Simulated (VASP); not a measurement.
# TiO2 in VASP: a series of runs

TiO2 is run at these levels: PBE, AM05; tasks: single point, relaxation of cell and atoms.

Program: VASP 6.6.1. These are calculated values, not measurements. Logs are shortened: lines on timing, memory, paths and dates and some standing lists are left out, and cuts for length are marked.

### Step 1. The cell of the first run

Symmetry: Pnma, No. 62, orthorhombic system. The conventional cell has a = 9.645 Å, b = 3.017 Å, c = 4.998 Å, α = 90.00°, β = 90.00°, γ = 90.00°. Within 2.6 Å of Ti (site symmetry m) lie 6 O at 1.95 to 2.09 Å. Within 2.7 Å of O (site symmetry m) lie 3 Ti at 1.98 to 2.09 Å and 3 O at 2.63 Å. O (site symmetry m) has 3 Ti at 1.95 to 2.04 Å and 1 O at 2.63 Å within 2.7 Å.

### Step 2. Single point, PBE

File INCAR:

```
PREC = Accurate ; ENCUT = 520
EDIFF = 1E-6 ; ISMEAR = -1
SIGMA = 0.05 ; LREAL = F
LASPH = T ; NELM = 80
ALGO = Normal ; ISIF = 2
LWAVE = F ; LCHARG = F
GGA = PE ; NBANDS = 60
```

File KPOINTS:

```
Automatic mesh
0
Gamma
  3 9 6
```

File POSCAR:

```
TiO2
1.0
    9.6445176873      0.0000000000      0.0000000000
    0.0000000000      3.0165245351      0.0000000000
    0.0000000000      0.0000000000      4.9983459781
Ti O
4 8
Direct
    0.6369000000      0.2500000000      0.5646300000
    0.3631000000      0.7500000000      0.4353700000
    0.8631000000      0.7500000000      0.0646300000
    0.1369000000      0.2500000000      0.9353700000
    0.4724000000      0.2500000000      0.2916000000
    0.5276000000      0.7500000000      0.7084000000
    0.0276000000      0.7500000000      0.7916000000
    0.9724000000      0.2500000000      0.2084000000
    0.7663000000      0.2500000000      0.8635000000
    0.2337000000      0.7500000000      0.1365000000
    0.7337000000      0.7500000000      0.3635000000
    0.2663000000      0.2500000000      0.6365000000
```

Potentials or basis: VASP PAW PBE potentials, release 64 (Ti_sv, O).

The run is started by

```
> cat potpaw_PBE.64/Ti_sv/POTCAR potpaw_PBE.64/O/POTCAR > POTCAR
> mpirun -np 1 vasp_std > vasp.out
```

OUTCAR:

```text
PREC = Accurate
   ENCUT = 520
   EDIFF = 1E-6
   ISMEAR = -1
   LREAL = F
   LASPH = T
   NELM = 80
   ISIF = 2
   GGA = PE

 ion  position               nearest neighbor table
   1  0.637  0.250  0.565-   9 1.95   6 1.98   6 1.98  11 2.04  11 2.04   5 2.09
   2  0.363  0.750  0.435-  10 1.95   5 1.98   5 1.98  12 2.04  12 2.04   6 2.09
   3  0.863  0.750  0.065-  11 1.95   8 1.98   8 1.98   9 2.04   9 2.04   7 2.09
   4  0.137  0.250  0.935-  12 1.95   7 1.98   7 1.98  10 2.04  10 2.04   8 2.09
   5  0.472  0.250  0.292-   2 1.98   2 1.98   1 2.09
   6  0.528  0.750  0.708-   1 1.98   1 1.98   2 2.09
   7  0.028  0.750  0.792-   4 1.98   4 1.98   3 2.09
   8  0.972  0.250  0.208-   3 1.98   3 1.98   4 2.09
   9  0.766  0.250  0.864-   1 1.95   3 2.04   3 2.04
  10  0.234  0.750  0.136-   2 1.95   4 2.04   4 2.04
  11  0.734  0.750  0.364-   3 1.95   1 2.04   1 2.04
  12  0.266  0.250  0.636-   4 1.95   2 2.04   2 2.04

  LATTYP: Found a simple orthorhombic cell.
 ALAT       =     3.0165245351
 B/A-ratio  =     1.6569883387
 C/A-ratio  =     3.1972283252

  Lattice vectors:

 A1 = (   0.0000000000,   3.0165245351,   0.0000000000)
 A2 = (   0.0000000000,   0.0000000000,   4.9983459781)
 A3 = (   9.6445176873,   0.0000000000,   0.0000000000)

Analysis of symmetry for initial positions (statically):
=====================================================================
 Subroutine PRICEL returns:
 Original cell was already a primitive cell.

 Routine SETGRP: Setting up the symmetry group for a
 simple orthorhombic supercell.

 Subroutine GETGRP returns: Found  8 space group operations
 (whereof  2 operations were pure point group operations)
 out of a pool of  8 trial point group operations.

The static configuration has the point symmetry S_2 .
 The point group associated with its full space group is D_2h.

Analysis of symmetry for dynamics (positions and initial velocities):
=====================================================================
 Subroutine PRICEL returns:
 Original cell was already a primitive cell.

 Routine SETGRP: Setting up the symmetry group for a
 simple orthorhombic supercell.

 Subroutine GETGRP returns: Found  8 space group operations
 (whereof  2 operations were pure point group operations)
 out of a pool of  8 trial point group operations.

The dynamic configuration has the point symmetry S_2 .
 The point group associated with its full space group is D_2h.

 Subroutine INISYM returns: Found  8 space group operations
 (whereof  2 operations are pure point group operations),
 and found     1 'primitive' translations

----------------------------------------------------------------------------------------

                                     Primitive cell

  volume of cell :     145.4165

  direct lattice vectors                    reciprocal lattice vectors
     9.644517687  0.000000000  0.000000000     0.103685849  0.000000000  0.000000000
     0.000000000  3.016524535  0.000000000     0.000000000  0.331507332  0.000000000
     0.000000000  0.000000000  4.998345978     0.000000000  0.000000000  0.200066183

  length of vectors
     9.644517687  3.016524535  4.998345978     0.103685849  0.331507332  0.200066183

  position of ions in fractional coordinates (direct lattice)
     0.636900000  0.250000000  0.564630000
     0.363100000  0.750000000  0.435370000
     0.863100000  0.750000000  0.064630000
     0.136900000  0.250000000  0.935370000
     0.472400000  0.250000000  0.291600000
     0.527600000  0.750000000  0.708400000
     0.027600000  0.750000000  0.791600000
     0.972400000  0.250000000  0.208400000
     0.766300000  0.250000000  0.863500000
     0.233700000  0.750000000  0.136500000
     0.733700000  0.750000000  0.363500000
     0.266300000  0.250000000  0.636500000

  ion indices of the primitive-cell ions
   primitive index   ion index
                 1           1
                 2           2
                 3           3
                 4           4
                 5           5
                 6           6
[... 48 lines left out ...]
   LRPA    =     F    only Hartree local field effects (RPA)
 non-spin polarized calculation
  energy-cutoff  :      520.00
  volume of cell :      145.42
 maximum number of plane-waves:      3946
 NGX is ok and might be reduce to    72
   NGX = 35   NGY = 11   NGZ = 19

 number of electron      95.9999997 magnetization

 Free energy of the ion-electron system (eV)
  ---------------------------------------------------
  ext. energy  EPLUGINS =         0.00000000
  ---------------------------------------------------
  free energy    TOTEN  =      -106.83574887 eV

  energy without entropy =     -106.83574887  energy(sigma->0) =     -106.83574887

 E-fermi :   4.0182     XC(G=0): -10.4319

 val. band max:        2.8244574026   @ k =   0.0000   0.0000   0.0000
 cond. band min:       5.1341097146   @ k =   0.0000   0.2222   0.0000
 fundamental gap:      2.3096523119
 Fermi energy:         4.0182184604

 k-point     1 :       0.0000    0.0000    0.0000
  band No.  band energies     occupation
      1     -53.9144      2.00000
      2     -53.9082      2.00000
      3     -53.8932      2.00000
      4     -53.8869      2.00000
      5     -30.2587      2.00000
      6     -30.2094      2.00000
[... 52 lines left out ...]
     59       6.8758      0.00000
     60       7.0013      0.00000

 k-point     2 :       0.3333    0.0000    0.0000
  band No.  band energies     occupation
      1     -53.9132      2.00000
      2     -53.9101      2.00000
      3     -53.8912      2.00000
      4     -53.8882      2.00000
      5     -30.2488      2.00000
      6     -30.2249      2.00000
[... 1375 lines left out ...]
     59       6.5462      0.00000
     60       6.8011      0.00000

 k-point    24 :       0.3333    0.1111    0.3333
  band No.  band energies     occupation
      1     -53.9080      2.00000
      2     -53.9065      2.00000
      3     -53.8878      2.00000
      4     -53.8863      2.00000
      5     -30.2360      2.00000
      6     -30.2268      2.00000
[... 52 lines left out ...]
     59       6.6918      0.00000
     60       6.7860      0.00000

 [... further k-points ...]

------------------------ aborting loop because EDIFF is reached ----------------------------------------

  FORCE on cell =-STRESS in cart. coord.  units (eV):
  Direction    XX          YY          ZZ          XY          YZ          ZX
  --------------------------------------------------------------------------------------
  -------------------------------------------------------------------------------------
  Total       -7.9608287     -8.8195920     -7.0665152      0.0000000      0.0000000      0.0000000
  in kB      -87.7112240    -97.1729497    -77.8578107      0.0000000      0.0000000      0.0000000
  external PRESSURE =     -87.5806614 kB  Pullay stress =       0.0000000 kB

 VOLUME and BASIS-vectors are now :
 -----------------------------------------------------------------------------
  energy-cutoff  :      520.00
  volume of cell :      145.42
      direct lattice vectors                 reciprocal lattice vectors
     9.644517687  0.000000000  0.000000000     0.103685849  0.000000000  0.000000000
     0.000000000  3.016524535  0.000000000     0.000000000  0.331507332  0.000000000
     0.000000000  0.000000000  4.998345978     0.000000000  0.000000000  0.200066183

 POSITION                                       TOTAL-FORCE (eV/Angst)
 -----------------------------------------------------------------------------------
      6.14259      0.75413      2.82222        -0.266474      0.000000      0.309789
      3.50192      2.26239      2.17613         0.266474      0.000000     -0.309789
      8.32418      2.26239      0.32304         0.266474      0.000000      0.309789
      1.32033      0.75413      4.67530        -0.266474     -0.000000     -0.309789
      4.55607      0.75413      1.45752        -0.459516      0.000000      0.913167
      5.08845      2.26239      3.54083         0.459516      0.000000     -0.913167
      0.26619      2.26239      3.95669         0.459516      0.000000      0.913167
      9.37833      0.75413      1.04166        -0.459516     -0.000000     -0.913167
      7.39059      0.75413      4.31607         0.084617      0.000000     -0.009462
      2.25392      2.26239      0.68227        -0.084617      0.000000      0.009462
      7.07618      2.26239      1.81690        -0.084617     -0.000000     -0.009462
      2.56834      0.75413      3.18145         0.084617      0.000000      0.009462
 -----------------------------------------------------------------------------------
    total drift:                                0.000000     -0.000000     -0.000000

  FREE ENERGIE OF THE ION-ELECTRON SYSTEM (eV)
  ---------------------------------------------------
  free  energy   TOTEN  =      -106.8357488736 eV

  energy  without entropy=     -106.8357488735  energy(sigma->0) =     -106.83574887
```

It took 5.4 min on 1 thread of AMD EPYC 7R13 (Zen 3), shared host; peak memory 0.36 GiB.

What came out:

| Quantity | Value |
| --- | --- |
| Free energy | -106.8357 eV |
| Pressure | -8.8 GPa |
| Largest force | 1.022 eV/Å |
| Band gap on the k mesh | 2.31 eV (least direct gap 2.34 eV) |

Forces on the atoms (eV/Å):
```
Ti  -0.266  0.000  0.310
Ti   0.266  0.000 -0.310
Ti   0.266  0.000  0.310
Ti  -0.266  0.000 -0.310
O   -0.460  0.000  0.913
O    0.460  0.000 -0.913
O    0.460  0.000  0.913
O   -0.460  0.000 -0.913
O    0.085  0.000 -0.009
O   -0.085  0.000  0.009
O   -0.085  0.000 -0.009
O    0.085  0.000  0.009
```

Caveat: the cell stands under tension; an odd mesh through Γ misses points on the zone boundary, where band edges can lie; forces of over 1 eV/Å act on the atoms, so gaps and moduli don't describe the material at rest.

### Step 3. Relaxation of cell and atoms, AM05

This run uses another cell than the first one, of 11.43 Å³/atom.

POSCAR: that of step 2 with these lines changed.

```diff
@@ -2,5 +2,5 @@
 1.0
-    9.6445176873      0.0000000000      0.0000000000
-    0.0000000000      3.0165245351      0.0000000000
-    0.0000000000      0.0000000000      4.9983459781
+    9.4590000000      0.0000000000      0.0000000000
+    0.0000000000      2.9585000000      0.0000000000
+    0.0000000000      0.0000000000      4.9022000000
 Ti O
```

File INCAR.step1:

```
ALGO     = Normal         # electronic algorithm
EDIFF    = 1E-7           # SCF threshold, eV
EDIFFG   = -0.005         # ionic threshold
EFERMI   = MIDGAP       
ENCUT    = 630            # plane-wave cutoff, eV
GGA      = AM             # functional
GGA_COMPAT= F            
IBRION   = 2              # ionic algorithm
ISIF     = 3              # what is computed and relaxed
ISMEAR   = 0              # smearing method
KPAR     = 8            
LASPH    = T              # aspherical terms in the spheres
LCHARG   = F              # write CHGCAR
LREAL    = F              # projectors in reciprocal space
LWAVE    = F              # write WAVECAR
NELM     = 120            # most SCF steps
NELMIN   = 4            
NSW      = 60             # ionic steps
PREC     = Accurate       # precision mode
SIGMA    = 0.03           # smearing width, eV
```

File INCAR.step3:

```
ALGO     = Normal         # electronic algorithm
EDIFF    = 1E-7           # SCF threshold, eV
EFERMI   = MIDGAP       
ENCUT    = 630            # plane-wave cutoff, eV
GGA      = AM             # functional
GGA_COMPAT= F            
ISIF     = 2              # what is computed and relaxed
ISMEAR   = 0              # smearing method
KPAR     = 8            
LASPH    = T              # aspherical terms in the spheres
LCHARG   = F              # write CHGCAR
LREAL    = F              # projectors in reciprocal space
LWAVE    = F              # write WAVECAR
NELM     = 120            # most SCF steps
PREC     = Accurate       # precision mode
SIGMA    = 0.03           # smearing width, eV
```

File KPOINTS:

```
k-points
0
Gamma
  3 8 5
```

Potentials or basis: VASP PAW PBE potentials, release 64 (Ti_sv_GW, O_GW).

The run is started by

```
> cat potpaw_PBE.64/Ti_sv_GW/POTCAR potpaw_PBE.64/O_GW/POTCAR > POTCAR
> cp INCAR.step1 INCAR
> cp POSCAR.step1 POSCAR
> mpirun -np 8 vasp_std > vasp.out
> cp CONTCAR POSCAR
> mpirun -np 8 vasp_std > vasp.out
> cp CONTCAR POSCAR
> cp INCAR.step3 INCAR
> mpirun -np 8 vasp_std > vasp.out
```

Wall time 18 min (8 MPI ranks of Intel Xeon 6975P-C (Granite Rapids), shared host); peak memory 0.5 GiB.

Results (log left out):

* Free energy: -118.4389 eV
* Relaxed volume: 11.33 Å³/atom
* Relaxed cell: a = 9.415 Å, b = 2.944 Å, c = 4.905 Å, α = 90.00°, β = 90.00°, γ = 90.00°
* Space group after relaxing (to 0.1 Å): Pnma (No. 62)
* Energy gained by relaxing: 7.0 meV/atom
* Ionic steps: 25
* Pressure after relaxing: 0.0 GPa
* Largest force after relaxing: 0.005 eV/Å
* Band gap on the k mesh: 2.58 eV (least direct gap 2.73 eV)

Forces in eV/Å, atoms in the order of the input:
```
Ti   0.000  0.000  0.002
Ti   0.000  0.000 -0.002
Ti   0.000  0.000  0.002
Ti   0.000  0.000 -0.002
O   -0.002  0.000 -0.004
O    0.002  0.000  0.004
O    0.002  0.000 -0.004
O   -0.002  0.000  0.004
O    0.000  0.000  0.005
O    0.000  0.000 -0.005
O    0.000  0.000  0.005
O    0.000  0.000 -0.005
```

Step by step:
| step | energy change (eV) | largest force (eV/Å) | pressure (GPa) | volume (Å³) |
| --- | --- | --- | --- | --- |
| 1 | 0.0000 | 0.6977 | -4.92 | 137.19 |
| 2 | 0.0959 | 0.8076 | 9.62 | 130.34 |
| 3 | -0.0685 | 0.1455 | 0.38 | 134.42 |
| 4 | -0.0685 | 0.1461 | 0.49 | 134.37 |
| 5 | -0.0761 | 0.1045 | 0.40 | 134.71 |
| 6 | -0.0797 | 0.0950 | 0.29 | 135.16 |
| 7 | -0.0849 | 0.0810 | -0.15 | 135.80 |
| 8 | -0.0856 | 0.1292 | -0.35 | 136.12 |
| 9 | -0.0883 | 0.0339 | 0.14 | 136.05 |
| 10 | -0.0883 | 0.0329 | 0.11 | 136.05 |
| 11 | -0.0886 | 0.0310 | -0.18 | 136.21 |
| 12 | -0.0886 | 0.0277 | -0.16 | 136.20 |
| 13 | -0.0888 | 0.0131 | -0.08 | 136.15 |
| 14 | -0.0888 | 0.0120 | -0.03 | 136.12 |
| 15 | -0.0888 | 0.0128 | -0.02 | 136.12 |
| 16 | -0.0889 | 0.0089 | 0.00 | 136.09 |
| 17 | -0.0889 | 0.0130 | 0.02 | 136.07 |
| 18 | -0.0889 | 0.0157 | 0.02 | 136.06 |
| 19 | -0.0890 | 0.0078 | -0.01 | 136.06 |
| 20 | -0.0890 | 0.0076 | -0.02 | 136.06 |
| 21 | -0.0890 | 0.0119 | -0.04 | 136.06 |
| 22 | -0.0890 | 0.0083 | -0.03 | 136.06 |
| 23 | -0.0890 | 0.0071 | -0.01 | 136.02 |
| 24 | -0.0891 | 0.0049 | 0.03 | 135.95 |
| 25 | -0.0840 | 0.0048 | 0.02 | 135.95 |

Final structure:
```
CELL_PARAMETERS angstrom
9.41477 0.00000 0.00000
0.00000 2.94411 0.00000
0.00000 0.00000 4.90465
ATOMIC_POSITIONS crystal
Ti 0.63735 0.25000 0.57324
Ti 0.36265 0.75000 0.42676
Ti 0.86265 0.75000 0.07324
Ti 0.13735 0.25000 0.92676
O 0.46990 0.25000 0.29669
O 0.53010 0.75000 0.70331
O 0.03010 0.75000 0.79669
O 0.96990 0.25000 0.20331
O 0.76764 0.25000 0.86147
O 0.23236 0.75000 0.13853
O 0.73236 0.75000 0.36147
O 0.26764 0.25000 0.63853
```

Levels at points of the mesh, in eV from the valence-band top:
```tsv
k point	band 44	band 45	band 46	band 47	band 48	band 49	band 50	band 51	band 52	band 53
(0.00, 0.00, 0.00)	-0.76	-0.62	-0.20	-0.09	0.00	2.73	2.83	3.06	3.17	3.28
(0.00, 0.50, 0.00)	-1.37	-1.30	-1.30	-0.98	-0.98	2.94	2.94	3.14	3.14	3.73
```

Caveat: the PAW data sets were made with another functional, which shifts forces and pressure a little; an odd mesh through Γ misses points on the zone boundary, where band edges can lie.

### Step 4. Single point, PBE (atoms moved at random)

File INCAR:

```
PREC = Accurate ; ENCUT = 520
EDIFF = 1E-6 ; ISMEAR = -1
SIGMA = 0.05 ; LREAL = False
LASPH = True ; NELM = 60
ALGO = Normal ; ISIF = 2
LWAVE = False ; LCHARG = False
GGA = PE ; NBANDS = 60
```

File KPOINTS:

```
Automatic mesh
0
Gamma
  3 9 6
```

File POSCAR:

```
TiO2
1.0
    9.4590000000      0.0000000000      0.0000000000
    0.0000000000      2.9585000000      0.0000000000
    0.0000000000      0.0000000000      4.9022000000
Ti O
4 8
Direct
    0.6384130000      0.2570550000      0.5671540000
    0.3603680000      0.7469230000      0.4491200000
    0.8617740000      0.7249430000      0.0644810000
    0.1338500000      0.2465680000      0.9372290000
    0.4736180000      0.2619560000      0.2938460000
    0.5288260000      0.7432940000      0.7175810000
    0.0256460000      0.7264450000      0.7913280000
    0.9723300000      0.2290510000      0.2151640000
    0.7638760000      0.2412340000      0.8754490000
    0.2395470000      0.7491250000      0.1333890000
    0.7316620000      0.7409590000      0.3691960000
    0.2655350000      0.2602690000      0.6366850000
```

Potentials or basis: VASP PAW PBE potentials, release 64 (Ti_sv, O).

The run is started by

```
> cat potpaw_PBE.64/Ti_sv/POTCAR potpaw_PBE.64/O/POTCAR > POTCAR
> mpirun -np 1 vasp_std > vasp.out
```

It took 12 min on 1 thread of Intel Xeon Platinum 8488C (Sapphire Rapids), shared host; peak memory 0.55 GiB.

Results (log left out):

```
Free energy            : -106.8427 eV
Pressure               : 1.1 GPa
Largest force          : 1.628 eV/Å
Band gap on the k mesh : 2.33 eV
```

Forces in eV/Å, atoms in the order of the input:
```
Ti  -1.211 -0.040 -0.019
Ti   1.275  0.024 -1.012
Ti   0.047  0.055  0.647
Ti   0.491 -0.152  0.472
O   -0.284 -0.254  0.865
O    0.014  0.188 -0.459
O    0.064  0.454  0.317
O   -0.032  0.197 -0.562
O    0.278 -0.147 -0.085
O   -0.758 -0.139 -0.212
O    0.503  0.065 -0.262
O   -0.388 -0.249  0.309
```

Stress tensor (GPa, compression positive):
```
 0.50 -0.14 -0.85
-0.14  2.49  0.17
-0.85  0.17  0.43
```

Levels at points of the mesh, in eV from the valence-band top:
```
           k point  band 45  band 46  band 47  band 48  band 49  band 50  band 51  band 52
(0.00, 0.00, 0.00)    -0.53    -0.46    -0.30     0.00     2.33     2.47     2.52     2.76
(0.00, 0.00, 0.50)    -0.94    -0.82    -0.73    -0.57     2.42     2.49     2.61     2.70
```

Caveat: the cell differs from its parent crystal (atoms moved at random); an odd mesh through Γ misses points on the zone boundary, where band edges can lie; forces of over 1 eV/Å act on the atoms, so gaps and moduli don't describe the material at rest.

### Step 5. Overview

```csv
task,level,potentials or basis,cell,k mesh,cutoff (eV),smearing,dipole correction,tolerance level,purpose,passes,gap on the mesh (eV),pressure (GPa),largest force (eV/Å)
single point,PBE,"VASP PAW PBE potentials, release 64 (Ti_sv, O)","a = 9.645, b = 3.017, c = 4.998 Å, 12 atoms, atomic positions A",3 × 9 × 6,520,fermi-dirac 0.05 eV,no,-,-,-,2.31,-8.8,1.02
relaxation of cell and atoms,AM05,"VASP PAW PBE potentials, release 64 (Ti_sv_GW, O_GW)","relaxed from a = 9.459, b = 2.958, c = 4.902 Å, 12 atoms, atomic positions A",3 × 8 × 5,630,gaussian 0.03 eV,-,standard,choice of potentials,2,2.58,0.0,-
single point,PBE,"VASP PAW PBE potentials, release 64 (Ti_sv, O)","a = 9.459, b = 2.958, c = 4.902 Å, 12 atoms, atomic positions B",3 × 9 × 6,520,fermi-dirac 0.05 eV,no,-,-,-,2.33,1.1,1.63
```

Alike in all rows: no spin polarisation.

Caveats: an odd mesh through Γ misses points on the zone boundary, where band edges can lie; forces of over 1 eV/Å act on the atoms, so gaps and moduli don't describe the material at rest (at least some runs); the cell stands under tension (at least some runs); the PAW data sets were made with another functional, which shifts forces and pressure a little (at least some runs).

Total energies depend on the potentials used, so only differences within one code and one set of settings carry meaning.
